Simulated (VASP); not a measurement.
Input of a VASP 6.6.1 run:

The input INCAR:

```
SYSTEM = InSb
ALGO = Fast
EDIFF = 1E-6
ENCUT = 520
GGA = PE
ISIF = 2
ISMEAR = 0
IVDW = 12
LASPH = .TRUE.
LCHARG = .TRUE.
LELF = .TRUE.
LREAL = .FALSE.
LVHAR = .TRUE.
LWAVE = .FALSE.
NBANDS = 16
NELM = 80
PREC = Accurate
SIGMA = 0.15
```

The input KPOINTS:

```
k-points
0
G
  14 14 14
  0 0 0
```

Contents of POSCAR:

```
InSb
1.0
    3.8186326301     -0.2009806647     -0.2009806647
   -0.2009806647      3.8186326301     -0.2009806647
   -0.2009806647     -0.2009806647      3.8186326301
In Sb
1 1
Direct
    0.0000000000      0.0000000000      0.0000000000
    0.5000000000      0.5000000000      0.5000000000
```

Potentials or basis: VASP PAW PBE potentials, release 64 (In_d, Sb).

Launch:

```console
$ cat potpaw_PBE.64/In_d/POTCAR potpaw_PBE.64/Sb/POTCAR > POTCAR
$ mpirun -np 1 vasp_std > vasp.out
```

(1) Estimate the band gap on the k mesh.

(2) Predict the dispersion energy per atom.

(3) What does it give for the pressure?

Answers

(1) zero (bands 9 and 10 overlap by 3.72 eV).

(2) -0.410 eV.

(3) -1.0 GPa.

Caveat: spin-orbit coupling is left out, which moves the levels of the heavy elements.
